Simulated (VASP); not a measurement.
Write the native input for VASP 6.6.1 that does the following.

```
Task                   : relaxation of cell and atoms
Functional             : PBE
Potentials or basis    : VASP PAW PBE potentials, release 64 (Te, W_sv)
Cutoff                 : 600 eV
k mesh                 : 3 × 3 × 3
Occupations            : gaussian, width 0.1 eV
Spin                   : no spin polarisation
Dipole correction      : no
Further INCAR settings : ALGO = Normal; EDIFF = 1e-06; IBRION = 2; EDIFFG = -0.04; NSW = 90; ISIF = 3
```

The structure of Te4W lies in POSCAR:

```
Te4W
1.0
    3.1106742100      1.7959485900      4.7143456700
   -3.1106742100      1.7959485900      4.7143456700
    0.0000000000     -3.5918971900      4.7143456700
Te W
4 1
Direct
    0.5000000000      0.5000000000      0.0000000000
    0.0000000000      0.5000000000      0.5000000000
    0.5000000000      0.0000000000      0.5000000000
    0.5000000000      0.5000000000      0.5000000000
    0.0000000000      0.0000000000      0.0000000000
```

The cell was built from a structure type or drawn by symmetry, and may not be a known phase.

The input as run:

INCAR

```
PREC = Accurate
ENCUT = 600
EDIFF = 1E-6
ISMEAR = 0
SIGMA = 0.1
LREAL = F
LASPH = T
NELM = 100
ALGO = Normal
ISIF = 3
LWAVE = F
LCHARG = F
GGA = PE
IBRION = 2
NSW = 90
EDIFFG = -0.04
```

KPOINTS

```
regular mesh
0
Gamma
  3 3 3
```

Potentials or basis: VASP PAW PBE potentials, release 64 (Te, W_sv).

Launch:

```sh
$ cat potpaw_PBE.64/Te/POTCAR potpaw_PBE.64/W_sv/POTCAR > POTCAR
$ mpirun -np 1 vasp_std > vasp.out
```

Results of the run:

| Item | Value |
| --- | --- |
| Relaxed volume | 36.16 Å³/atom |
| Relaxed cell | a = 6.591 Å, b = 6.591 Å, c = 6.591 Å, α = 55.40°, β = 55.40°, γ = 55.40° |
| Space group after relaxing (to 0.1 Å) | R-3m (No. 166) |
| Energy gained by relaxing | 179.8 meV/atom |
| Ionic steps | 7 |
| Pressure after relaxing | 0.1 GPa |
| Band gap on the k mesh | zero (bands 19 and 20 overlap by 0.21 eV) |

Caveat: the k points lie up to 0.41 Å⁻¹ apart in the final cell; spin-orbit coupling is left out, which moves the levels of the heavy elements.

Run time: 120 s on 1 thread of Intel(R) Xeon(R) 6975P-C (Granite Rapids), on a shared host, peak memory 0.34 GiB.
